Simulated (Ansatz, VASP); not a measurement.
Al2O3 in VASP and in Ansatz

```xyz
10
Lattice="2.3481 1.3557 4.2733 -2.3481 1.3557 4.2733 0.0000 -2.7113 4.2733" Properties=species:S:1:pos:R:3 pbc="T T T"
Al    0.0000    0.0000   10.9247
Al    0.0000    0.0000    8.3053
Al    0.0000    0.0000    1.8953
Al    0.0000    0.0000    4.5147
O    -1.6280   -0.1084    5.3417
O     0.7201    1.4641    5.3417
O     0.9079   -1.3557    5.3417
O     1.6280    0.1084    7.4783
O    -0.7201   -1.4641    7.4783
O    -0.9079    1.3557    7.4783
```

Alike in both runs: task single point; functional revPBE; k mesh 7 × 7 × 7; occupations fermi-dirac, width 0.05 eV; no spin polarisation.

|  | VASP | Ansatz |
| --- | --- | --- |
| version | VASP 6.6.1 | Ansatz 0.2.0 |
| potentials or method | VASP PAW PBE potentials, release 64 (Al, O) | Ansatz PAW |
| plane-wave cutoff (eV) | 520 | 420 |
| valence electrons in the cell | 48 | 48 |

|  | VASP | Ansatz | Ansatz less VASP |
| --- | --- | --- | --- |
| gap on the k mesh at the Fermi level (eV) | 6.81 | 6.81 | -0.005 |
| least direct gap on the mesh (eV) | 6.81 | 6.81 | -0.005 |
| pressure (GPa) | 22.5 | 23.1 | +0.54 |
| traceless stress, the component that is largest in VASP (GPa) | -1.05 | -1.06 | -0.013 |
| rms of the force components (eV/Å) | 0.028 | 0.029 | +0.0006 |

VASP's potentials were made for PBE, not for revPBE. Atom by atom the forces differ by 0.003 eV/Å (rms over components). The functional is the same, so the differences come from potentials, cutoffs and numerics.

Noted on Ansatz's run: odd divisions of the mesh miss points on the zone boundary, where band edges often lie, so the gap on the mesh can be too wide.
